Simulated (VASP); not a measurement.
**AlFe: single point with PBE**

AlFe:

```xyz
2
Lattice="2.8743 0.0000 0.0000 0.0000 2.8743 0.0000 0.0000 0.0000 2.8743" Properties=species:S:1:pos:R:3 pbc="T T T"
Al    0.0000    0.0000    0.0000
Fe    1.4372    1.4372    1.4372
```

- Program: VASP 6.6.1
- Task: single point
- Functional: PBE
- Potentials or basis: VASP PAW PBE potentials, release 64 (Al, Fe)
- Cutoff: 520 eV
- k mesh: 14 × 14 × 14
- Occupations: gaussian, width 0.1 eV
- Spin: collinear spin, ferromagnetic start
- Starting moments: [0.0, 0.77] μB
- Dipole correction: no
- k mesh for the DOS: 21 × 21 × 21
- Occupations for the DOS: tetrahedron
- Further INCAR settings: ALGO = Normal; EDIFF = 1e-06; NBANDS = 16

```
Net moment                                            : 0.67 μB per cell
Site moments                                          : Al -0.02; Fe +0.73 μB
Valence electrons inside the program's atomic spheres : Al 0.84; Fe 7.42
```

Levels at points of the mesh, in eV from the Fermi level:
Spin up:
| k point | band 3 | band 4 | band 5 | band 6 | band 7 | band 8 | band 9 | band 10 |
| --- | --- | --- | --- | --- | --- | --- | --- | --- |
| (0.00, 0.00, 0.00) | -2.49 | -0.37 | -0.37 | -0.37 | 6.36 | 6.36 | 6.36 | 9.33 |
Spin down:
| k point | band 1 | band 2 | band 3 | band 4 | band 5 | band 6 | band 7 | band 8 | band 9 | band 10 |
| --- | --- | --- | --- | --- | --- | --- | --- | --- | --- | --- |
| (0.00, 0.00, 0.00) | -10.40 | -2.15 | -2.15 | 0.44 | 0.44 | 0.44 | 6.39 | 6.39 | 6.39 | 9.39 |

Wall time 2.1 min on 1 thread of AMD EPYC 7R13 Processor (Zen 3) (shared host), peak memory 0.26 GiB.
